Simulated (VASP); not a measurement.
Wanted: the native input for a VASP 6.6.1 run.

```yaml
Task: single point
Functional: PBE
Potentials_or_basis: VASP PAW PBE potentials, release 64 (Ga_d, N)
Cutoff: 520 eV
k_mesh: 6 × 6 × 6
Occupations: gaussian, width 0.01 eV
Spin: no spin polarisation
Dipole_correction: no
Further_INCAR_settings: ALGO = Normal; EDIFF = 1e-06; NBANDS = 16
```

The structure of GaN lies in POSCAR:

```
GaN
1.0
    0.0000000000      2.1085152343      2.1085152343
    2.1085152343      0.0000000000      2.1085152343
    2.1085152343      2.1085152343      0.0000000000
Ga N
1 1
Direct
    0.0000000000      0.0000000000      0.0000000000
    0.5000000000      0.5000000000      0.5000000000
```

One way to write it, as run:

INCAR

```
ALGO     = Normal         # electronic algorithm
EDIFF    = 1E-6           # SCF threshold, eV
ENCUT    = 520            # plane-wave cutoff, eV
GGA      = PE             # functional
ISIF     = 2              # what is computed and relaxed
ISMEAR   = 0              # smearing method
LASPH    = True           # aspherical terms in the spheres
LCHARG   = True           # write CHGCAR
LELF     = True           # ELF
LREAL    = False          # projectors in reciprocal space
LVHAR    = True         
LWAVE    = False          # write WAVECAR
NBANDS   = 16             # bands
NELM     = 80             # most SCF steps
PREC     = Accurate       # precision mode
SIGMA    = 0.01           # smearing width, eV
```

KPOINTS

```
k-points
0
Gamma
  6 6 6
```

Potentials or basis: VASP PAW PBE potentials, release 64 (Ga_d, N).

Run with:

```console
$ cat potpaw_PBE.64/Ga_d/POTCAR potpaw_PBE.64/N/POTCAR > POTCAR
$ mpirun -np 1 vasp_std > vasp.out
```

Results of the run:

```
Pressure               : 8.9 GPa
Band gap on the k mesh : 0.62 eV (least direct gap 2.83 eV)
```

Caveat: the k points lie up to 0.43 Å⁻¹ apart; the structure was generated, so it needn't be the stable form of GaN; semilocal functionals underestimate gaps, and a narrow one can read as zero.

It took 6.2 s on 1 thread of AMD EPYC 7R13 Processor (Zen 3), on a shared host, peak memory 0.11 GiB.
